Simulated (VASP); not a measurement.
# Ga (Pm-3m) in VASP: notebook, part 2 of 2

VASP 6.6.1. Earlier steps stand in the parts before.

### 5 Relaxation of cell and atoms, RPBE+D4

This run uses another cell than the first one, of 20.05 Å³/atom, 1.099 times its volume.

File INCAR:

```
PREC     = Accurate       # precision mode
ENCUT    = 600            # plane-wave cutoff, eV
EDIFF    = 1E-6           # SCF threshold, eV
ISMEAR   = -1             # smearing method
SIGMA    = 0.05           # smearing width, eV
LREAL    = F              # projectors in reciprocal space
LASPH    = T              # aspherical terms in the spheres
NELM     = 60             # most SCF steps
ALGO     = Fast           # electronic algorithm
ISIF     = 3              # what is computed and relaxed
LWAVE    = F              # write WAVECAR
LCHARG   = F              # write CHGCAR
GGA      = RP             # functional
IVDW     = 13             # dispersion correction
IBRION   = 2              # ionic algorithm
NSW      = 60             # ionic steps
EDIFFG   = -0.01          # ionic threshold
```

File KPOINTS:

```
regular mesh
0
Gamma
  10 10 10
```

File POSCAR:

```
Ga
1.0
    2.7164800000      0.0000000000      0.0000000000
    0.0000000000      2.7164800000      0.0000000000
    0.0000000000      0.0000000000      2.7164800000
Ga
1
Direct
    0.0000000000      0.0000000000      0.0000000000
```

Potentials or basis: VASP PAW PBE potentials, release 64 (Ga_d).

Launch:

```sh
cat potpaw_PBE.64/Ga_d/POTCAR > POTCAR
mpirun -np 1 vasp_std > vasp.out
```

OUTCAR:

```text
PREC = Accurate
   ENCUT = 600
   EDIFF = 1E-6
   ISMEAR = -1
   LREAL = F
   LASPH = T
   NELM = 60
   ISIF = 3
   GGA = RP
   IVDW = 13
   IBRION = 2
   NSW = 60
   EDIFFG = -0.01

 ion  position               nearest neighbor table
   1  0.000  0.000  0.000-

  LATTYP: Found a simple cubic cell.
 ALAT       =     2.7164800000

  Lattice vectors:

 A1 = (   2.7164800000,   0.0000000000,   0.0000000000)
 A2 = (   0.0000000000,   2.7164800000,   0.0000000000)
 A3 = (   0.0000000000,   0.0000000000,   2.7164800000)

Analysis of symmetry for initial positions (statically):
=====================================================================
 Subroutine PRICEL returns:
 Original cell was already a primitive cell.

 Routine SETGRP: Setting up the symmetry group for a
 simple cubic supercell.

 Subroutine GETGRP returns: Found 48 space group operations
 (whereof 48 operations were pure point group operations)
 out of a pool of 48 trial point group operations.

The static configuration has the point symmetry O_h .

Analysis of symmetry for dynamics (positions and initial velocities):
=====================================================================
 Subroutine PRICEL returns:
 Original cell was already a primitive cell.

 Routine SETGRP: Setting up the symmetry group for a
 simple cubic supercell.

 Subroutine GETGRP returns: Found 48 space group operations
 (whereof 48 operations were pure point group operations)
 out of a pool of 48 trial point group operations.

The dynamic configuration has the point symmetry O_h .

 Subroutine INISYM returns: Found 48 space group operations
 (whereof 48 operations are pure point group operations),
 and found     1 'primitive' translations

----------------------------------------------------------------------------------------

                                     Primitive cell

  volume of cell :      20.0456

  direct lattice vectors                    reciprocal lattice vectors
     2.716480000  0.000000000  0.000000000     0.368123454  0.000000000  0.000000000
     0.000000000  2.716480000  0.000000000     0.000000000  0.368123454  0.000000000
     0.000000000  0.000000000  2.716480000     0.000000000  0.000000000  0.368123454

  length of vectors
     2.716480000  2.716480000  2.716480000     0.368123454  0.368123454  0.368123454

  position of ions in fractional coordinates (direct lattice)
     0.000000000  0.000000000  0.000000000

  ion indices of the primitive-cell ions
   primitive index   ion index
                 1           1

----------------------------------------------------------------------------------------

 KPOINTS: regular mesh

Automatic generation of k-mesh.
 Grid dimensions read from file:
 generate k-points for:   10   10   10

 Generating k-lattice:

  Cartesian coordinates                     Fractional coordinates (reciprocal lattice)
     0.036812345  0.000000000  0.000000000     0.100000000  0.000000000  0.000000000
     0.000000000  0.036812345  0.000000000     0.000000000  0.100000000  0.000000000
     0.000000000  0.000000000  0.036812345     0.000000000  0.000000000  0.100000000

  Length of vectors
     0.036812345  0.036812345  0.036812345

  Shift w.r.t. Gamma in fractional coordinates (k-lattice)
     0.000000000  0.000000000  0.000000000

 Subroutine IBZKPT returns following result:
 ===========================================

 Found     56 irreducible k-points:

 Following reciprocal coordinates:
            Coordinates               Weight
  0.000000  0.000000  0.000000      1.000000
  0.100000  0.000000  0.000000      6.000000
  0.200000  0.000000  0.000000      6.000000
  0.300000  0.000000  0.000000      6.000000
  0.400000  0.000000  0.000000      6.000000
  0.500000  0.000000  0.000000      3.000000
[... 16 lines left out ...]
  0.200000  0.100000  0.100000     24.000000
  0.300000  0.100000  0.100000     24.000000
 [... further k-points ...]
   k-points           NKPTS =     56   k-points in BZ     NKDIM =     56   number of bands    NBANDS=     10
   number of dos      NEDOS =    301   number of ions     NIONS =      1
   total plane-waves  NPLWV =  13824
   dimension x,y,z NGX =    24 NGY =   24 NGZ =   24
   dimension x,y,z NGXF=    48 NGYF=   48 NGZF=   48
   ions per type =               1
   NGX,Y,Z   is equivalent  to a cutoff of  14.69, 14.69, 14.69 a.u.
   NGXF,Y,Z  is equivalent  to a cutoff of  29.38, 29.38, 29.38 a.u.
 SYSTEM =  unknown system
   PREC   = accura    normal or accurate (medium, high low for compatibility)
   ISTART =      0    job   : 0-new  1-cont  2-samecut
   ICHARG =      2    charge: 1-file 2-atom 10-const
   ISPIN  =      1    spin polarized calculation?
   LNONCOLLINEAR =      F non collinear calculations
   LSORBIT =      F    spin-orbit coupling
   LASPH  =      T    aspherical Exc in radial PAW
   ENCUT  =  600.0 eV  44.10 Ry    6.64 a.u.   5.43  5.43  5.43*2*pi/ulx,y,z
   NELM   =     60;   NELMIN=  2; NELMDL= -5     # of ELM steps
   EDIFF  = 0.1E-05   stopping-criterion for ELM
   LREAL  =      F    real-space projection
   EDIFFG = -.1E-01   stopping-criterion for IOM
   NSW    =     60    number of steps for IOM
   IBRION =      2    ionic relax: 0-MD 1-quasi-New 2-CG
   NFREE  =      1    steps in history (QN), initial steepest desc. (CG)
   ISIF   =      3    stress and relaxation
   ISYM   =      2    0-nonsym 1-usesym 2-fastsym
   POTIM  = 0.5000    time-step for ionic-motion
   TEBEG  =    0.0;   TEEND  =   0.0 temperature during run
   PSTRESS=    0.0 pullay stress
   NELECT =      13.0000    total number of electrons
   NUPDOWN=      -1.0000    fix difference up-down
   EMIN   =  10.00;   EMAX   =-10.00  energy-range for DOS
   EFERMI =   0.00;   METHOD = LEGACY
   ISMEAR =    -1;   SIGMA  =   0.05  broadening in eV -4-tet -1-fermi 0-gaus
   EFERMI_NEDOS =   21; number of points for ismear=-14 and -15
   IALGO  =     68    algorithm
   IMIX   =      4    mixing-type and parameters
     AMIX     =   0.40;   BMIX     =  1.00
     AMIX_MAG =   1.60;   BMIX_MAG =  1.00
  volume/ion in A,a.u.               =      20.05       135.27
  Fermi-wavevector in a.u.,A,eV,Ry     =   1.417042  2.677821 27.320614  2.008008
  Thomas-Fermi vector in A             =   2.538314
   LORBIT       =      0    0 simple, 1 ext, 2 COOP (PROOUT), +10 PAW based schemes
   GGA     = RP    functional components
   LHFCALC =     F    Hartree Fock is set to
   AEXX    =    0.0000 exact exchange contribution
   IVDW    =    13    specifies the selected vdW correction
   LEPSILON=     F    determine dielectric tensor
   LRPA    =     F    only Hartree local field effects (RPA)
 conjugate gradient relaxation of ions
 non-spin polarized calculation
 RMM-DIIS sequential band-by-band and
  energy-cutoff  :      600.00
  volume of cell :       20.05
 maximum number of plane-waves:       691
 NGX is ok and might be reduce to    24
   NGX = 11   NGY = 11   NGZ = 11

--------------------------------------- Ionic step        1  -------------------------------------------

 number of electron      13.0000005 magnetization

 Free energy of the ion-electron system (eV)
  ---------------------------------------------------
  ext. energy  EPLUGINS =         0.00000000
  ---------------------------------------------------
  free energy    TOTEN  =        -2.46791380 eV

  energy without entropy =       -2.46238471  energy(sigma->0) =       -2.46514925

------------------------ aborting loop because EDIFF is reached ----------------------------------------

  DFT-D4 for vdW energy calculation

  Edisp (eV):   -0.84512
[... 69 lines left out ...]
--------------------------------------- Ionic step        3  -------------------------------------------

 number of electron      12.9999991 magnetization

 Free energy of the ion-electron system (eV)
  ---------------------------------------------------
  ext. energy  EPLUGINS =         0.00000000
  ---------------------------------------------------
  free energy    TOTEN  =        -2.42210127 eV

  energy without entropy =       -2.41834927  energy(sigma->0) =       -2.42022527

 E-fermi :   5.6786     XC(G=0): -10.9436

 val. band max:        5.6242258640   @ k =   0.4000   0.4000   0.1000
 cond. band min:       5.7351665573   @ k =   0.3000   0.0000   0.0000
 fundamental gap:      0.1109406933
 Fermi energy:         5.6786473841

 k-point     1 :       0.0000    0.0000    0.0000
  band No.  band energies     occupation
      1      -9.6154      2.00000
      2      -9.6154      2.00000
      3      -8.9872      2.00000
      4      -8.9872      2.00000
      5      -8.9872      2.00000
      6      -5.5085      2.00000
      7      15.2632      0.00000
      8      15.2632      0.00000
      9      15.2632      0.00000
     10      18.0755      0.00000
[... 287 lines left out ...]
 k-point    24 :       0.3000    0.1000    0.1000
  band No.  band energies     occupation
      1      -9.5200      2.00000
      2      -9.3187      2.00000
      3      -9.1314      2.00000
      4      -9.1208      2.00000
      5      -9.0106      2.00000
      6      -3.0919      2.00000
      7       6.1490      0.00016
      8      14.3089      0.00000
      9      15.1796      0.00000
     10      22.8773      0.00000

 [... further k-points ...]

------------------------ aborting loop because EDIFF is reached ----------------------------------------

  DFT-D4 for vdW energy calculation

  Edisp (eV):   -0.91941
[... 24 lines left out ...]
  FREE ENERGIE OF THE ION-ELECTRON SYSTEM (eV)
  ---------------------------------------------------
  free  energy   TOTEN  =        -3.3415089490 eV

  energy  without entropy=       -3.3377569459  energy(sigma->0) =       -3.33963295

 reached required accuracy - stopping structural energy minimisation
```

Wall time 10 s (1 thread of Intel Xeon 6975P-C (Granite Rapids), shared host); peak memory 0.15 GiB.

Results:

- Free energy: -3.3415 eV
- Relaxed volume: 18.35 Å³/atom
- Relaxed cell: a = 2.638 Å, b = 2.638 Å, c = 2.638 Å, α = 90.00°, β = 90.00°, γ = 90.00°
- Space group after relaxing (to 0.05 Å): Pm-3m (No. 221)
- Energy gained by relaxing: 28.5 meV/atom
- Ionic steps: 3
- Pressure after relaxing: -0.1 GPa
- Dispersion energy per atom: -0.919 eV

Step by step:
| step | energy change (eV) | largest force (eV/Å) | pressure (GPa) | volume (Å³) |
| --- | --- | --- | --- | --- |
| 1 | 0.0000 | 0.0000 | -4.47 | 20.05 |
| 2 | -0.0282 | 0.0000 | -0.49 | 18.47 |
| 3 | -0.0285 | 0.0000 | -0.07 | 18.35 |

Final structure:
```cif
data_structure
_symmetry_space_group_name_H-M 'P 1'
_symmetry_Int_Tables_number 1
_cell_length_a 2.6377
_cell_length_b 2.6377
_cell_length_c 2.6377
_cell_angle_alpha 90.000
_cell_angle_beta 90.000
_cell_angle_gamma 90.000
_cell_volume 18.35
loop_
_atom_site_label
_atom_site_type_symbol
_atom_site_fract_x
_atom_site_fract_y
_atom_site_fract_z
_atom_site_occupancy
Ga1 Ga 0.00000 0.00000 0.00000 1
```

Caveat: the PAW data sets were made with another functional, which shifts forces and pressure a little; pairwise dispersion overbinds metals, which lowers pressure and volume.

### 6 The runs side by side

| task | level | cell | cutoff (eV) | gap on the mesh (eV) | pressure (GPa) | relaxed volume (Å³/atom) |
| --- | --- | --- | --- | --- | --- | --- |
| single point | RPBE+D4 | a = 2.632 Å, 1 atom | 520 | none | 0.2 | - |
| relaxation of cell and atoms | PBEsol+D4 | relaxed from a = 2.716 Å, 1 atom | 600 | none | 0.0 | 18.05 |
| relaxation of cell and atoms | RPBE+D3(BJ) | relaxed from a = 2.716 Å, 1 atom | 600 | none | 0.1 | 15.77 |
| relaxation of cell and atoms | RPBE+D4 | relaxed from a = 2.716 Å, 1 atom | 600 | none | -0.1 | 18.35 |

Alike in all rows: potentials or basis VASP PAW PBE potentials, release 64 (Ga_d); no spin polarisation; k mesh 10 × 10 × 10; smearing fermi-dirac 0.05 eV.

Caveats: the PAW data sets were made with another functional, which shifts forces and pressure a little; pairwise dispersion overbinds metals, which lowers pressure and volume; the volume moved by over 15 % at a fixed basis, so the end points are rough (some runs).

Absolute energies hang on the potentials; compare differences alone.
